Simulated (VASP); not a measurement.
# In (Pm-3m) in VASP: notebook

Runs on In. Level: PBEsol. Tasks: single point.

Everything below comes from runs of VASP 6.6.1. Logs are shortened: lines on timing, memory, paths and dates and some standing lists are left out, and cuts for length are marked.

## 1. The cell of the first run

The structure is cubic, space group Pm-3m (No. 221). Conventional cell: a = 2.851 Å, b = 2.851 Å, c = 2.851 Å, α = 90.00°, β = 90.00°, γ = 90.00°. In (site symmetry m-3m) has 6 In at 2.85 Å within 3.8 Å.

## 2. Single point, PBEsol

File INCAR:

```
  PREC = Accurate
  ENCUT = 520
  EDIFF = 1E-6
  ISMEAR = 0
  SIGMA = 0.1
  LREAL = False
  LASPH = True
  NELM = 100
  ALGO = Normal
  ISIF = 2
  LWAVE = False
  LCHARG = False
  GGA = PS
  NBANDS = 12
```

File KPOINTS:

```
regular mesh
0
Gamma
  13 13 13
```

File POSCAR:

```
In
1.0
    2.8507643983      0.0000000000      0.0000000000
    0.0000000000      2.8507643983      0.0000000000
    0.0000000000      0.0000000000      2.8507643983
In
1
Direct
    0.0000000000      0.0000000000      0.0000000000
```

Potentials or basis: VASP PAW PBE potentials, release 64 (In_d).

On the command line:

```sh
cat potpaw_PBE.64/In_d/POTCAR > POTCAR
mpirun -np 1 vasp_std > vasp.out
```

OUTCAR:

```text
PREC = Accurate
   ENCUT = 520
   EDIFF = 1E-6
   ISMEAR = 0
   LREAL = False
   LASPH = True
   NELM = 100
   ISIF = 2
   GGA = PS

 ion  position               nearest neighbor table
   1  0.000  0.000  0.000-

  LATTYP: Found a simple cubic cell.
 ALAT       =     2.8507643983

  Lattice vectors:

 A1 = (   2.8507643983,   0.0000000000,   0.0000000000)
 A2 = (   0.0000000000,   2.8507643983,   0.0000000000)
 A3 = (   0.0000000000,   0.0000000000,   2.8507643983)

Analysis of symmetry for initial positions (statically):
=====================================================================
 Subroutine PRICEL returns:
 Original cell was already a primitive cell.

 Routine SETGRP: Setting up the symmetry group for a
 simple cubic supercell.

 Subroutine GETGRP returns: Found 48 space group operations
 (whereof 48 operations were pure point group operations)
 out of a pool of 48 trial point group operations.

The static configuration has the point symmetry O_h .

Analysis of symmetry for dynamics (positions and initial velocities):
=====================================================================
 Subroutine PRICEL returns:
 Original cell was already a primitive cell.

 Routine SETGRP: Setting up the symmetry group for a
 simple cubic supercell.

 Subroutine GETGRP returns: Found 48 space group operations
 (whereof 48 operations were pure point group operations)
 out of a pool of 48 trial point group operations.

The dynamic configuration has the point symmetry O_h .

 Subroutine INISYM returns: Found 48 space group operations
 (whereof 48 operations are pure point group operations),
 and found     1 'primitive' translations

----------------------------------------------------------------------------------------

                                     Primitive cell

  volume of cell :      23.1678

  direct lattice vectors                    reciprocal lattice vectors
     2.850764398  0.000000000  0.000000000     0.350783109  0.000000000  0.000000000
     0.000000000  2.850764398  0.000000000     0.000000000  0.350783109  0.000000000
     0.000000000  0.000000000  2.850764398     0.000000000  0.000000000  0.350783109

  length of vectors
     2.850764398  2.850764398  2.850764398     0.350783109  0.350783109  0.350783109

  position of ions in fractional coordinates (direct lattice)
     0.000000000  0.000000000  0.000000000

  ion indices of the primitive-cell ions
   primitive index   ion index
                 1           1

----------------------------------------------------------------------------------------

 KPOINTS: regular mesh

Automatic generation of k-mesh.
 Grid dimensions read from file:
 generate k-points for:   13   13   13

 Generating k-lattice:

  Cartesian coordinates                     Fractional coordinates (reciprocal lattice)
     0.026983316  0.000000000  0.000000000     0.076923077  0.000000000  0.000000000
     0.000000000  0.026983316  0.000000000     0.000000000  0.076923077  0.000000000
     0.000000000  0.000000000  0.026983316     0.000000000  0.000000000  0.076923077

  Length of vectors
     0.026983316  0.026983316  0.026983316

  Shift w.r.t. Gamma in fractional coordinates (k-lattice)
     0.000000000  0.000000000  0.000000000

 Subroutine IBZKPT returns following result:
 ===========================================

 Found     84 irreducible k-points:

 Following reciprocal coordinates:
            Coordinates               Weight
  0.000000  0.000000  0.000000      1.000000
  0.076923  0.000000  0.000000      6.000000
  0.153846  0.000000  0.000000      6.000000
  0.230769  0.000000  0.000000      6.000000
  0.307692  0.000000  0.000000      6.000000
  0.384615  0.000000  0.000000      6.000000
[... 16 lines left out ...]
  0.307692  0.307692  0.000000     12.000000
  0.384615  0.307692  0.000000     24.000000
 [... further k-points ...]
   k-points           NKPTS =     84   k-points in BZ     NKDIM =     84   number of bands    NBANDS=     12
   number of dos      NEDOS =    301   number of ions     NIONS =      1
   total plane-waves  NPLWV =  13824
   dimension x,y,z NGX =    24 NGY =   24 NGZ =   24
   dimension x,y,z NGXF=    48 NGYF=   48 NGZF=   48
   ions per type =               1
   NGX,Y,Z   is equivalent  to a cutoff of  14.00, 14.00, 14.00 a.u.
   NGXF,Y,Z  is equivalent  to a cutoff of  27.99, 27.99, 27.99 a.u.
 SYSTEM =  unknown system
   PREC   = accura    normal or accurate (medium, high low for compatibility)
   ISTART =      0    job   : 0-new  1-cont  2-samecut
   ICHARG =      2    charge: 1-file 2-atom 10-const
   ISPIN  =      1    spin polarized calculation?
   LNONCOLLINEAR =      F non collinear calculations
   LSORBIT =      F    spin-orbit coupling
   LASPH  =      T    aspherical Exc in radial PAW
   ENCUT  =  520.0 eV  38.22 Ry    6.18 a.u.   5.30  5.30  5.30*2*pi/ulx,y,z
   NELM   =    100;   NELMIN=  2; NELMDL= -5     # of ELM steps
   EDIFF  = 0.1E-05   stopping-criterion for ELM
   LREAL  =      F    real-space projection
   EDIFFG = 0.1E-04   stopping-criterion for IOM
   NSW    =      0    number of steps for IOM
   IBRION =     -1    ionic relax: 0-MD 1-quasi-New 2-CG
   NFREE  =      0    steps in history (QN), initial steepest desc. (CG)
   ISIF   =      2    stress and relaxation
   ISYM   =      2    0-nonsym 1-usesym 2-fastsym
   POTIM  = 0.5000    time-step for ionic-motion
   TEBEG  =    0.0;   TEEND  =   0.0 temperature during run
   PSTRESS=    0.0 pullay stress
   NELECT =      13.0000    total number of electrons
   NUPDOWN=      -1.0000    fix difference up-down
   EMIN   =  10.00;   EMAX   =-10.00  energy-range for DOS
   EFERMI =   0.00;   METHOD = LEGACY
   ISMEAR =     0;   SIGMA  =   0.10  broadening in eV -4-tet -1-fermi 0-gaus
   EFERMI_NEDOS =   21; number of points for ismear=-14 and -15
   IALGO  =     38    algorithm
   IMIX   =      4    mixing-type and parameters
     AMIX     =   0.40;   BMIX     =  1.00
     AMIX_MAG =   1.60;   BMIX_MAG =  1.00
  volume/ion in A,a.u.               =      23.17       156.34
  Fermi-wavevector in a.u.,A,eV,Ry     =   1.350293  2.551683 24.807376  1.823291
  Thomas-Fermi vector in A             =   2.477809
   LORBIT       =      0    0 simple, 1 ext, 2 COOP (PROOUT), +10 PAW based schemes
   GGA     = PS    functional components
   LHFCALC =     F    Hartree Fock is set to
   AEXX    =    0.0000 exact exchange contribution
   IVDW    =     0    specifies the selected vdW correction
   LEPSILON=     F    determine dielectric tensor
   LRPA    =     F    only Hartree local field effects (RPA)
 non-spin polarized calculation
 Gauss-broadening in eV      SIGMA  =   0.10
  energy-cutoff  :      520.00
  volume of cell :       23.17
 maximum number of plane-waves:       638
 NGX is ok and might be reduce to    24
   NGX = 11   NGY = 11   NGZ = 11

 number of electron      13.0000005 magnetization

 Free energy of the ion-electron system (eV)
  ---------------------------------------------------
  ext. energy  EPLUGINS =         0.00000000
  ---------------------------------------------------
  free energy    TOTEN  =        -2.76796427 eV

  energy without entropy =       -2.76538628  energy(sigma->0) =       -2.76667527

 E-fermi :   8.5928     XC(G=0): -10.9266

 val. band max:        8.5383802408   @ k =   0.3846   0.3846   0.0769
 cond. band min:       8.6344409662   @ k =   0.3846   0.3077   0.1538
 fundamental gap:      0.0960607254
 Fermi energy:         8.5928135405

 k-point     1 :       0.0000    0.0000    0.0000
  band No.  band energies     occupation
      1      -6.7906      2.00000
      2      -6.7906      2.00000
      3      -5.5995      2.00000
      4      -5.5995      2.00000
      5      -5.5995      2.00000
      6      -1.8210      2.00000
      7      16.9272      0.00000
      8      16.9272      0.00000
      9      16.9272      0.00000
     10      20.5357      0.00000
     11      20.5357      0.00000
     12      22.1382      0.00000

 k-point     2 :       0.0769    0.0000    0.0000
  band No.  band energies     occupation
      1      -6.7857      2.00000
      2      -6.7456      2.00000
      3      -5.6194      2.00000
      4      -5.6194      2.00000
      5      -5.5979      2.00000
      6      -1.7027      2.00000
      7      15.5050      0.00000
      8      17.0724      0.00000
      9      17.0724      0.00000
     10      20.5806      0.00000
     11      21.2604      0.00000
     12      23.0237      0.00000

 k-point     3 :       0.1538    0.0000    0.0000
  band No.  band energies     occupation
      1      -6.7722      2.00000
      2      -6.6226      2.00000
      3      -5.6741      2.00000
      4      -5.6741      2.00000
      5      -5.5933      2.00000
      6      -1.3424      2.00000
      7      13.1509      0.00000
      8      17.4978      0.00000
      9      17.4978      0.00000
     10      20.7155      0.00000
     11      21.6117      0.00000
     12      25.5800      0.00000
[... 286 lines left out ...]
 k-point    23 :       0.3077    0.3077    0.0000
  band No.  band energies     occupation
      1      -6.4850      2.00000
      2      -6.1733      2.00000
      3      -5.8422      2.00000
      4      -5.8065      2.00000
      5      -5.7952      2.00000
      6       2.0369      2.00000
      7       9.6372      0.00000
      8      11.2071      0.00000
      9      18.3297      0.00000
     10      21.2722      0.00000
     11      22.7409      0.00000
     12      26.6942      0.00000

 k-point    24 :       0.3846    0.3077    0.0000
  band No.  band energies     occupation
      1      -6.4498      2.00000
      2      -6.2664      2.00000
      3      -5.8636      2.00000
      4      -5.7923      2.00000
      5      -5.6794      2.00000
      6       3.1078      2.00000
      7       8.1415      2.00000
      8      11.6060      0.00000
      9      16.6284      0.00000
     10      22.3211      0.00000
     11      23.2586      0.00000
     12      26.0368      0.00000

 [... further k-points ...]

------------------------ aborting loop because EDIFF is reached ----------------------------------------

  FORCE on cell =-STRESS in cart. coord.  units (eV):
  Direction    XX          YY          ZZ          XY          YZ          ZX
  --------------------------------------------------------------------------------------
  -------------------------------------------------------------------------------------
  Total        1.4454540      1.4454540      1.4454540      0.0000000      0.0000000     -0.0000000
  in kB       99.9610665     99.9610665     99.9610665      0.0000000      0.0000000     -0.0000000
  external PRESSURE =      99.9610665 kB  Pullay stress =       0.0000000 kB

 VOLUME and BASIS-vectors are now :
 -----------------------------------------------------------------------------
  energy-cutoff  :      520.00
  volume of cell :       23.17
      direct lattice vectors                 reciprocal lattice vectors
     2.850764398  0.000000000  0.000000000     0.350783109  0.000000000  0.000000000
     0.000000000  2.850764398  0.000000000     0.000000000  0.350783109  0.000000000
     0.000000000  0.000000000  2.850764398     0.000000000  0.000000000  0.350783109

 POSITION                                       TOTAL-FORCE (eV/Angst)
 -----------------------------------------------------------------------------------
      0.00000      0.00000      0.00000         0.000000      0.000000      0.000000
 -----------------------------------------------------------------------------------
    total drift:                               -0.000000     -0.000000     -0.000000

  FREE ENERGIE OF THE ION-ELECTRON SYSTEM (eV)
  ---------------------------------------------------
  free  energy   TOTEN  =        -2.7679642652 eV

  energy  without entropy=       -2.7653862813  energy(sigma->0) =       -2.76667527
```

Wall time 15 s (1 thread of AMD EPYC 9R45 (Zen 5), shared host); peak memory 0.11 GiB.

Results:

```yaml
Free_energy: -2.7680 eV
Pressure: 10.0 GPa
```

Levels at points of the mesh, in eV from the Fermi level:
| k point | band 2 | band 3 | band 4 | band 5 | band 6 | band 7 | band 8 | band 9 | band 10 | band 11 |
| --- | --- | --- | --- | --- | --- | --- | --- | --- | --- | --- |
| (0.00, 0.00, 0.00) | -15.38 | -14.19 | -14.19 | -14.19 | -10.41 | 8.33 | 8.33 | 8.33 | 11.94 | 11.94 |

Caveat: the PAW data sets were made with another functional, which shifts forces and pressure a little; spin-orbit coupling is left out, which moves the levels of the heavy elements.

## 3. Single point, PBEsol

This run uses another cell than the first one, of 27.27 Å³/atom, 1.177 times its volume.

File INCAR:

```
SYSTEM = In
PREC = Accurate
ENCUT = 520
EDIFF = 1E-6
ISMEAR = 0
SIGMA = 0.1
LREAL = .FALSE.
LASPH = .TRUE.
NELM = 100
ALGO = Normal
ISIF = 2
LWAVE = .FALSE.
LCHARG = .FALSE.
GGA = PS
NBANDS = 12
```

File KPOINTS:

```
Automatic mesh
0
G
  13 13 13
  0 0 0
```

File POSCAR:

```
In
1.0
    3.0100562486      0.0000000000      0.0000000000
    0.0000000000      3.0100562486      0.0000000000
    0.0000000000      0.0000000000      3.0100562486
In
1
Direct
    0.0000000000      0.0000000000      0.0000000000
```

Potentials or basis: VASP PAW PBE potentials, release 64 (In_d).

On the command line:

```sh
cat potpaw_PBE.64/In_d/POTCAR > POTCAR
mpirun -np 1 vasp_std > vasp.out
```

OUTCAR:

```text
SYSTEM = In
   PREC = Accurate
   ENCUT = 520
   EDIFF = 1E-6
   ISMEAR = 0
   LREAL = .FALSE.
   LASPH = .TRUE.
   NELM = 100
   ISIF = 2
   GGA = PS

 ion  position               nearest neighbor table
   1  0.000  0.000  0.000-

  LATTYP: Found a simple cubic cell.
 ALAT       =     3.0100562486

  Lattice vectors:

 A1 = (   3.0100562486,   0.0000000000,   0.0000000000)
 A2 = (   0.0000000000,   3.0100562486,   0.0000000000)
 A3 = (   0.0000000000,   0.0000000000,   3.0100562486)

Analysis of symmetry for initial positions (statically):
=====================================================================
 Subroutine PRICEL returns:
 Original cell was already a primitive cell.

 Routine SETGRP: Setting up the symmetry group for a
 simple cubic supercell.

 Subroutine GETGRP returns: Found 48 space group operations
 (whereof 48 operations were pure point group operations)
 out of a pool of 48 trial point group operations.

The static configuration has the point symmetry O_h .

Analysis of symmetry for dynamics (positions and initial velocities):
[... 170 lines left out ...]
      4      -7.4523      2.00000
      5      -7.4523      2.00000
      6      -2.5979      2.00000
      7      14.1915      0.00000
      8      14.1915      0.00000
      9      14.1915      0.00000
     10      17.4782      0.00000
     11      17.4782      0.00000
     12      18.6627      0.00000
[... 331 lines left out ...]
 k-point    24 :       0.3846    0.3077    0.0000
  band No.  band energies     occupation
      1      -8.0140      2.00000
      2      -7.8784      2.00000
      3      -7.6269      2.00000
      4      -7.5799      2.00000
      5      -7.4889      2.00000
      6       1.6450      2.00000
      7       6.3364      2.00000
      8       9.1934      0.00000
      9      14.1088      0.00000
     10      18.6573      0.00000
     11      20.3614      0.00000
     12      22.9694      0.00000

 [... further k-points ...]

------------------------ aborting loop because EDIFF is reached ----------------------------------------

  FORCE on cell =-STRESS in cart. coord.  units (eV):
  Direction    XX          YY          ZZ          XY          YZ          ZX
  --------------------------------------------------------------------------------------
  -------------------------------------------------------------------------------------
  Total       -0.0033721     -0.0033721     -0.0033721     -0.0000000     -0.0000000      0.0000000
  in kB       -0.1980985     -0.1980985     -0.1980985     -0.0000000     -0.0000000      0.0000000
  external PRESSURE =      -0.1980985 kB  Pullay stress =       0.0000000 kB

 VOLUME and BASIS-vectors are now :
 -----------------------------------------------------------------------------
  energy-cutoff  :      520.00
  volume of cell :       27.27
      direct lattice vectors                 reciprocal lattice vectors
     3.010056249  0.000000000  0.000000000     0.332219705  0.000000000  0.000000000
     0.000000000  3.010056249  0.000000000     0.000000000  0.332219705  0.000000000
     0.000000000  0.000000000  3.010056249     0.000000000  0.000000000  0.332219705

 POSITION                                       TOTAL-FORCE (eV/Angst)
 -----------------------------------------------------------------------------------
      0.00000      0.00000      0.00000         0.000000      0.000000      0.000000
 -----------------------------------------------------------------------------------
    total drift:                               -0.000000     -0.000000     -0.000000

  FREE ENERGIE OF THE ION-ELECTRON SYSTEM (eV)
  ---------------------------------------------------
  free  energy   TOTEN  =        -2.8777357923 eV

  energy  without entropy=       -2.8732900358  energy(sigma->0) =       -2.87551291
```

stdout:

```text
POSCAR found type information on POSCAR In
 POSCAR found :  1 types and       1 ions
 scaLAPACK will be used
 -----------------------------------------------------------------------------
|                                                                             |
|                                                                             |
|     You enforced a specific xc type in the INCAR file but a different       |
|     I HOPE YOU KNOW WHAT YOU ARE DOING!                                     |
|                                                                             |
 -----------------------------------------------------------------------------

 LDA part: xc-table for (Slater+PW92), standard interpolation
 POSCAR, INCAR and KPOINTS ok, starting setup
 FFT: planning ... GRIDC
 FFT: planning ... GRID_SOFT
 FFT: planning ... GRID
 WAVECAR not read
 entering main loop
```

Run time: 16 s. Hardware: 1 thread of AMD EPYC 9R45 (Zen 5), shared host; peak memory 0.12 GiB.

What came out:

* Free energy: -2.8777 eV
* Pressure: 0.0 GPa

Caveat: the PAW data sets were made with another functional, which shifts forces and pressure a little; spin-orbit coupling is left out, which moves the levels of the heavy elements.
